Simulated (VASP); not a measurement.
Pd:

```
Pd
1.0
     0.00000    1.94490    1.94490
     1.94490    0.00000    1.94490
     1.94490    1.94490    0.00000
Pd
1
Direct
  0.00000 0.00000 0.00000
```

```yaml
Program: VASP 6.6.1
Task: relaxation of cell and atoms
Functional: PBE
Potentials_or_basis: VASP PAW PBE potentials, release 64 (Pd)
Cutoff: 600 eV
k_mesh: 14 × 14 × 14
Occupations: fermi-dirac, width 0.05 eV
Spin: collinear spin, ferromagnetic start
Starting_moments: "[0.5] μB"
```

At the start: pressure 7.8 GPa; volume 14.71 Å³/atom.

Q: Where does the relaxation end?

A: Over 3 steps the energy falls by 14.6 meV/atom and the volume is 15.35 Å³/atom (+4.3 %); space group Fm-3m (No. 225, to 0.05 Å); moment 0.40 μB per cell.

Step by step:
```tsv
step	energy change (eV)	largest force (eV/Å)	pressure (GPa)	volume (Å³)
1	0.0000	0.0000	7.80	14.71
2	0.0121	0.0000	-8.43	16.29
3	-0.0146	0.0000	-0.08	15.35
```

Final structure:
```
CELL_PARAMETERS angstrom
0.00000 1.97258 1.97258
1.97258 0.00000 1.97258
1.97258 1.97258 0.00000
ATOMIC_POSITIONS crystal
Pd 0.00000 0.00000 0.00000
```
